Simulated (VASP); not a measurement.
# BrO2 (fluorite type) (Fm-3m) in VASP: a series of runs

The runs below take BrO2 (fluorite type) through single point, with PBE.

Program: VASP 6.6.1. These are calculated values, not measurements. Logs are shortened: lines on timing, memory, paths and dates and some standing lists are left out, and cuts for length are marked.

## (1) The cell of the first run

Symmetry: Fm-3m, No. 225, cubic system. The conventional cell has a = 5.255 Å, b = 5.255 Å, c = 5.255 Å, α = 90.00°, β = 90.00°, γ = 90.00°. Br (site symmetry m-3m) has 8 O at 2.28 Å within 3.0 Å. O (site symmetry -43m) has 4 Br at 2.28 Å and 6 O at 2.63 Å within 3.0 Å.

## (2) Single point, PBE

INCAR

```
ALGO = Normal ; EDIFF = 1E-6
ENCUT = 520 ; GGA = PE
ISIF = 2 ; ISMEAR = -1
LASPH = T ; LCHARG = T
LELF = T ; LREAL = F
LVHAR = T ; LWAVE = F
NBANDS = 16 ; NELM = 60
PREC = Accurate ; SIGMA = 0.06122561905347299
```

KPOINTS

```
k-points
0
Gamma
  18 18 18
```

POSCAR

```
BrO2
1.0
    0.0000000000      2.6273121117      2.6273121117
    2.6273121117      0.0000000000      2.6273121117
    2.6273121117      2.6273121117      0.0000000000
Br O
1 2
Direct
    0.0000000000      0.0000000000      0.0000000000
    0.2500000000      0.2500000000      0.2500000000
    0.7500000000      0.7500000000      0.7500000000
```

Potentials or basis: VASP PAW PBE potentials, release 64 (Br, O).

Launch:

```sh
> cat potpaw_PBE.64/Br/POTCAR potpaw_PBE.64/O/POTCAR > POTCAR
> mpirun -np 1 vasp_std > vasp.out
```

OUTCAR:

```text
EDIFF = 1E-6
   ENCUT = 520
   GGA = PE
   ISIF = 2
   ISMEAR = -1
   LASPH = T
   LREAL = F
   NELM = 60
   PREC = Accurate

 ion  position               nearest neighbor table
   1  0.000  0.000  0.000-   3 2.28   3 2.28   3 2.28   2 2.28   3 2.28   2 2.28   2 2.28   2 2.28

   2  0.250  0.250  0.250-   1 2.28   1 2.28   1 2.28   1 2.28
   3  0.750  0.750  0.750-   1 2.28   1 2.28   1 2.28   1 2.28

  LATTYP: Found a face centered cubic cell.
 ALAT       =     5.2546242234

  Lattice vectors:

 A1 = (   0.0000000000,   2.6273121117,   2.6273121117)
 A2 = (   2.6273121117,   0.0000000000,   2.6273121117)
 A3 = (   2.6273121117,   2.6273121117,   0.0000000000)

Analysis of symmetry for initial positions (statically):
=====================================================================
 Subroutine PRICEL returns:
 Original cell was already a primitive cell.

 Routine SETGRP: Setting up the symmetry group for a
 face centered cubic supercell.

 Subroutine GETGRP returns: Found 48 space group operations
 (whereof 48 operations were pure point group operations)
 out of a pool of 48 trial point group operations.

The static configuration has the point symmetry O_h .

Analysis of symmetry for dynamics (positions and initial velocities):
=====================================================================
 Subroutine PRICEL returns:
 Original cell was already a primitive cell.

 Routine SETGRP: Setting up the symmetry group for a
 face centered cubic supercell.

 Subroutine GETGRP returns: Found 48 space group operations
 (whereof 48 operations were pure point group operations)
 out of a pool of 48 trial point group operations.

The dynamic configuration has the point symmetry O_h .

 Subroutine INISYM returns: Found 48 space group operations
 (whereof 48 operations are pure point group operations),
 and found     1 'primitive' translations

----------------------------------------------------------------------------------------

                                     Primitive cell

  volume of cell :      36.2715

  direct lattice vectors                    reciprocal lattice vectors
     0.000000000  2.627312112  2.627312112    -0.190308566  0.190308566  0.190308566
     2.627312112  0.000000000  2.627312112     0.190308566 -0.190308566  0.190308566
     2.627312112  2.627312112  0.000000000     0.190308566  0.190308566 -0.190308566

  length of vectors
     3.715580421  3.715580421  3.715580421     0.329624105  0.329624105  0.329624105

  position of ions in fractional coordinates (direct lattice)
     0.000000000  0.000000000  0.000000000
     0.250000000  0.250000000  0.250000000
     0.750000000  0.750000000  0.750000000

  ion indices of the primitive-cell ions
   primitive index   ion index
                 1           1
                 2           2
                 3           3

----------------------------------------------------------------------------------------

 KPOINTS: k-points

Automatic generation of k-mesh.
 Grid dimensions read from file:
 generate k-points for:   18   18   18

 Generating k-lattice:

  Cartesian coordinates                     Fractional coordinates (reciprocal lattice)
    -0.010572698  0.010572698  0.010572698     0.055555556  0.000000000  0.000000000
     0.010572698 -0.010572698  0.010572698     0.000000000  0.055555556  0.000000000
     0.010572698  0.010572698 -0.010572698     0.000000000  0.000000000  0.055555556

  Length of vectors
     0.018312450  0.018312450  0.018312450

  Shift w.r.t. Gamma in fractional coordinates (k-lattice)
     0.000000000  0.000000000  0.000000000

 Subroutine IBZKPT returns following result:
 ===========================================

 Found    195 irreducible k-points:

 Following reciprocal coordinates:
            Coordinates               Weight
  0.000000  0.000000  0.000000      1.000000
  0.055556  0.000000  0.000000      8.000000
  0.111111  0.000000  0.000000      8.000000
  0.166667  0.000000  0.000000      8.000000
  0.222222  0.000000  0.000000      8.000000
  0.277778  0.000000  0.000000      8.000000
[... 16 lines left out ...]
 -0.277778  0.055556  0.000000     24.000000
 -0.222222  0.055556  0.000000     24.000000
 [... further k-points ...]
   k-points           NKPTS =    195   k-points in BZ     NKDIM =    195   number of bands    NBANDS=     16
   number of dos      NEDOS =    301   number of ions     NIONS =      3
   total plane-waves  NPLWV =  21952
   dimension x,y,z NGX =    28 NGY =   28 NGZ =   28
   dimension x,y,z NGXF=    56 NGYF=   56 NGZF=   56
   ions per type =               1   2
   NGX,Y,Z   is equivalent  to a cutoff of  12.53, 12.53, 12.53 a.u.
   NGXF,Y,Z  is equivalent  to a cutoff of  25.06, 25.06, 25.06 a.u.
 SYSTEM =  unknown system
   PREC   = accura    normal or accurate (medium, high low for compatibility)
   ISTART =      0    job   : 0-new  1-cont  2-samecut
   ICHARG =      2    charge: 1-file 2-atom 10-const
   ISPIN  =      1    spin polarized calculation?
   LNONCOLLINEAR =      F non collinear calculations
   LSORBIT =      F    spin-orbit coupling
   LASPH  =      T    aspherical Exc in radial PAW
   ENCUT  =  520.0 eV  38.22 Ry    6.18 a.u.   6.91  6.91  6.91*2*pi/ulx,y,z
   NELM   =     60;   NELMIN=  2; NELMDL= -5     # of ELM steps
   EDIFF  = 0.1E-05   stopping-criterion for ELM
   LREAL  =      F    real-space projection
   EDIFFG = 0.1E-04   stopping-criterion for IOM
   NSW    =      0    number of steps for IOM
   IBRION =     -1    ionic relax: 0-MD 1-quasi-New 2-CG
   NFREE  =      0    steps in history (QN), initial steepest desc. (CG)
   ISIF   =      2    stress and relaxation
   ISYM   =      2    0-nonsym 1-usesym 2-fastsym
   POTIM  = 0.5000    time-step for ionic-motion
   TEBEG  =    0.0;   TEEND  =   0.0 temperature during run
   PSTRESS=    0.0 pullay stress
   NELECT =      19.0000    total number of electrons
   NUPDOWN=      -1.0000    fix difference up-down
   EMIN   =  10.00;   EMAX   =-10.00  energy-range for DOS
   EFERMI =   0.00;   METHOD = LEGACY
   ISMEAR =    -1;   SIGMA  =   0.06  broadening in eV -4-tet -1-fermi 0-gaus
   EFERMI_NEDOS =   21; number of points for ismear=-14 and -15
   IALGO  =     38    algorithm
   IMIX   =      4    mixing-type and parameters
     AMIX     =   0.40;   BMIX     =  1.00
     AMIX_MAG =   1.60;   BMIX_MAG =  1.00
  volume/ion in A,a.u.               =      12.09        81.59
  Fermi-wavevector in a.u.,A,eV,Ry     =   1.319687  2.493847 23.695560  1.741575
  Thomas-Fermi vector in A             =   2.449567
   LORBIT       =      0    0 simple, 1 ext, 2 COOP (PROOUT), +10 PAW based schemes
   GGA     = PE    functional components
   LHFCALC =     F    Hartree Fock is set to
   AEXX    =    0.0000 exact exchange contribution
   IVDW    =     0    specifies the selected vdW correction
   LEPSILON=     F    determine dielectric tensor
   LRPA    =     F    only Hartree local field effects (RPA)
 non-spin polarized calculation
  energy-cutoff  :      520.00
  volume of cell :       36.27
 maximum number of plane-waves:      1002
   NGX = 13   NGY = 13   NGZ = 13

 number of electron      19.0000011 magnetization

 Free energy of the ion-electron system (eV)
  ---------------------------------------------------
  ext. energy  EPLUGINS =         0.00000000
  ---------------------------------------------------
  free energy    TOTEN  =        -8.29163910 eV

  energy without entropy =       -8.27586846  energy(sigma->0) =       -8.28375378

 E-fermi :   4.8158     XC(G=0): -10.8500

 val. band max:        4.8051973550   @ k =   0.1667   0.1111   0.0556
 cond. band min:       4.8163508470   @ k =   0.5000   0.2778   0.0000
 fundamental gap:      0.0111534920
 Fermi energy:         4.8157925078

 k-point     1 :       0.0000    0.0000    0.0000
  band No.  band energies     occupation
      1     -16.6885      2.00000
      2     -12.0906      2.00000
      3      -8.5097      2.00000
      4      -0.1698      2.00000
      5      -0.1698      2.00000
      6      -0.1698      2.00000
[... 8 lines left out ...]
     15      15.6347      0.00000
     16      21.9492      0.00000

 k-point     2 :       0.0556    0.0000    0.0000
  band No.  band energies     occupation
      1     -16.6557      2.00000
      2     -12.1092      2.00000
      3      -8.5817      2.00000
      4      -0.4372      2.00000
      5      -0.2971      2.00000
      6      -0.2971      2.00000
[... 8 lines left out ...]
     15      15.6545      0.00000
     16      21.8753      0.00000

 k-point     3 :       0.1111    0.0000    0.0000
  band No.  band energies     occupation
      1     -16.5573      2.00000
      2     -12.1659      2.00000
      3      -8.7869      2.00000
      4      -0.7645      2.00000
      5      -0.5369      2.00000
      6      -0.5369      2.00000
[... 8 lines left out ...]
     15      15.7104      0.00000
     16      21.6627      0.00000

 k-point     4 :       0.1667    0.0000    0.0000
  band No.  band energies     occupation
      1     -16.3956      2.00000
      2     -12.2635      2.00000
      3      -9.0951      2.00000
      4      -0.9932      2.00000
      5      -0.7851      2.00000
      6      -0.7851      2.00000
[... 8 lines left out ...]
     15      15.7927      0.00000
     16      21.4307      0.00000

 k-point     5 :       0.2222    0.0000    0.0000
  band No.  band energies     occupation
      1     -16.1741      2.00000
      2     -12.4071      2.00000
      3      -9.4610      2.00000
      4      -1.1259      2.00000
      5      -1.0121      2.00000
      6      -1.0121      2.00000
[... 8 lines left out ...]
     15      15.8883      0.00000
     16      21.1166      0.00000

 k-point     6 :       0.2778    0.0000    0.0000
  band No.  band energies     occupation
      1     -15.8990      2.00000
      2     -12.6052      2.00000
      3      -9.8323      2.00000
      4      -1.2062      2.00000
      5      -1.2062      2.00000
      6      -1.1873      2.00000
[... 8 lines left out ...]
     15      15.9831      0.00000
     16      20.5074      0.00000

 k-point     7 :       0.3333    0.0000    0.0000
  band No.  band energies     occupation
      1     -15.5809      2.00000
      2     -12.8616      2.00000
      3     -10.1589      2.00000
      4      -1.3612      2.00000
      5      -1.3612      2.00000
      6      -1.2051      2.00000
[... 8 lines left out ...]
     15      16.0650      0.00000
     16      19.8411      0.00000

 k-point     8 :       0.3889    0.0000    0.0000
  band No.  band energies     occupation
      1     -15.2410      2.00000
      2     -13.1642      2.00000
      3     -10.4048      2.00000
      4      -1.4736      2.00000
      5      -1.4736      2.00000
      6      -1.2028      2.00000
[... 8 lines left out ...]
     15      16.1259      0.00000
     16      19.2432      0.00000

 k-point     9 :       0.4444    0.0000    0.0000
  band No.  band energies     occupation
      1     -14.9295      2.00000
      2     -13.4592      2.00000
      3     -10.5535      2.00000
      4      -1.5417      2.00000
      5      -1.5417      2.00000
      6      -1.1958      2.00000
[... 8 lines left out ...]
     15      16.1624      0.00000
     16      18.8160      0.00000
[... 172 lines left out ...]
 k-point    19 :       0.5000    0.0556    0.0000
  band No.  band energies     occupation
      1     -14.7709      2.00000
      2     -13.5784      2.00000
      3     -10.6595      2.00000
      4      -1.6383      2.00000
      5      -1.5508      2.00000
      6      -1.2381      2.00000
[... 8 lines left out ...]
     15      16.6915      0.00000
     16      18.6962      0.00000

 k-point    20 :      -0.4444    0.0556    0.0000
  band No.  band energies     occupation
      1     -14.8232      2.00000
      2     -13.5278      2.00000
      3     -10.6427      2.00000
      4      -1.5837      2.00000
      5      -1.5786      2.00000
      6      -1.2504      2.00000
[... 8 lines left out ...]
     15      16.7088      0.00000
     16      18.7549      0.00000

 k-point    21 :      -0.3889    0.0556    0.0000
  band No.  band energies     occupation
      1     -15.1019      2.00000
      2     -13.2627      2.00000
      3     -10.5258      2.00000
      4      -1.5748      2.00000
      5      -1.4733      2.00000
      6      -1.2612      2.00000
[... 8 lines left out ...]
     15      16.6411      0.00000
     16      19.1145      0.00000

 k-point    22 :      -0.3333    0.0556    0.0000
  band No.  band energies     occupation
      1     -15.4408      2.00000
      2     -12.9574      2.00000
      3     -10.3093      2.00000
      4      -1.5214      2.00000
      5      -1.3252      2.00000
      6      -1.2665      2.00000
[... 8 lines left out ...]
     15      16.5162      0.00000
     16      19.6674      0.00000

 k-point    23 :      -0.2778    0.0556    0.0000
  band No.  band energies     occupation
      1     -15.7691      2.00000
      2     -12.6880      2.00000
      3     -10.0045      2.00000
      4      -1.4256      2.00000
      5      -1.2522      2.00000
      6      -1.1383      2.00000
[... 8 lines left out ...]
     15      16.3437      0.00000
     16      20.2999      0.00000

 k-point    24 :      -0.2222    0.0556    0.0000
  band No.  band energies     occupation
      1     -16.0596      2.00000
      2     -12.4756      2.00000
      3      -9.6423      2.00000
      4      -1.2987      2.00000
      5      -1.1884      2.00000
      6      -0.9183      2.00000
[... 8 lines left out ...]
     15      16.1417      0.00000
     16      20.8893      0.00000

 [... further k-points ...]
[... 5 lines left out ...]
  --------------------------------------------------------------------------------------
  -------------------------------------------------------------------------------------
  Total        0.4979189      0.4979189      0.4979189      0.0000000      0.0000000      0.0000000
  in kB       21.9940001     21.9940001     21.9940001      0.0000000      0.0000000      0.0000000
  external PRESSURE =      21.9940001 kB  Pullay stress =       0.0000000 kB

 VOLUME and BASIS-vectors are now :
 -----------------------------------------------------------------------------
  energy-cutoff  :      520.00
  volume of cell :       36.27
      direct lattice vectors                 reciprocal lattice vectors
     0.000000000  2.627312112  2.627312112    -0.190308566  0.190308566  0.190308566
     2.627312112  0.000000000  2.627312112     0.190308566 -0.190308566  0.190308566
     2.627312112  2.627312112  0.000000000     0.190308566  0.190308566 -0.190308566

 POSITION                                       TOTAL-FORCE (eV/Angst)
 -----------------------------------------------------------------------------------
      0.00000      0.00000      0.00000        -0.000000      0.000000      0.000000
      1.31366      1.31366      1.31366         0.000000      0.000000      0.000000
      3.94097      3.94097      3.94097        -0.000000     -0.000000     -0.000000
 -----------------------------------------------------------------------------------
    total drift:                                0.000000      0.000000      0.000000

  FREE ENERGIE OF THE ION-ELECTRON SYSTEM (eV)
  ---------------------------------------------------
  free  energy   TOTEN  =        -8.2916391010 eV

  energy  without entropy=       -8.2758684615  energy(sigma->0) =       -8.28375378
```

Run time: 60 s. Hardware: 1 thread of Intel Xeon 6975P-C (Granite Rapids), shared host; peak memory 0.23 GiB.

What came out:

| Property | Result |
| --- | --- |
| Free energy | -8.2916 eV |
| Pressure | 2.2 GPa |

Levels at points of the mesh, in eV from the Fermi level:
```
           k point  band 5  band 6  band 7  band 8  band 9  band 10  band 11  band 12  band 13  band 14
(0.00, 0.00, 0.00)   -4.99   -4.99   -4.41   -4.41   -4.41    -0.20    -0.20    -0.20     8.99    10.82
(0.50, 0.00, 0.00)   -6.38   -6.01   -3.58   -3.58   -1.66     0.97     0.97     1.17    10.53    11.36
(0.50, 0.50, 0.00)   -7.86   -3.70   -2.34   -1.78   -1.78    -1.31     1.81     1.81     7.82    12.96
```

Caveat: an odd number of electrons without spin polarisation forces a metal; a magnetic or distorted state may lie lower.

## (3) Single point, PBE

INCAR

```
SYSTEM = BrO2
PREC = Accurate
ENCUT = 520
EDIFF = 1E-6
ISMEAR = -1
SIGMA = 0.06122561905347299
LREAL = .FALSE.
LASPH = .TRUE.
NELM = 100
ALGO = Normal
ISIF = 2
LWAVE = .FALSE.
LCHARG = .FALSE.
GGA = PE
NBANDS = 16
```

KPOINTS

```
Automatic mesh
0
G
  18 18 18
  0 0 0
```

POSCAR is that of step 2.

Potentials or basis: VASP PAW PBE potentials, release 64 (Br, O).

Launch:

```sh
> cat potpaw_PBE.64/Br/POTCAR potpaw_PBE.64/O/POTCAR > POTCAR
> mpirun -np 1 vasp_std > vasp.out
```

It took 63 s on 1 thread of Intel Xeon 6975P-C (Granite Rapids), shared host; peak memory 0.23 GiB.

The run converged. Its results:

- Free energy: -8.2916 eV
- Pressure: 2.2 GPa

Levels at points of the mesh, in eV from the Fermi level:
```
           k point  band 5  band 6  band 7  band 8  band 9  band 10  band 11  band 12  band 13  band 14
(0.00, 0.00, 0.00)   -4.99   -4.99   -4.41   -4.41   -4.41    -0.20    -0.20    -0.20     8.99    10.82
(0.50, 0.00, 0.00)   -6.38   -6.01   -3.58   -3.58   -1.66     0.97     0.97     1.17    10.53    11.36
(0.50, 0.50, 0.00)   -7.86   -3.70   -2.34   -1.78   -1.78    -1.31     1.81     1.81     7.82    12.96
```

Caveat: an odd number of electrons without spin polarisation forces a metal; a magnetic or distorted state may lie lower.
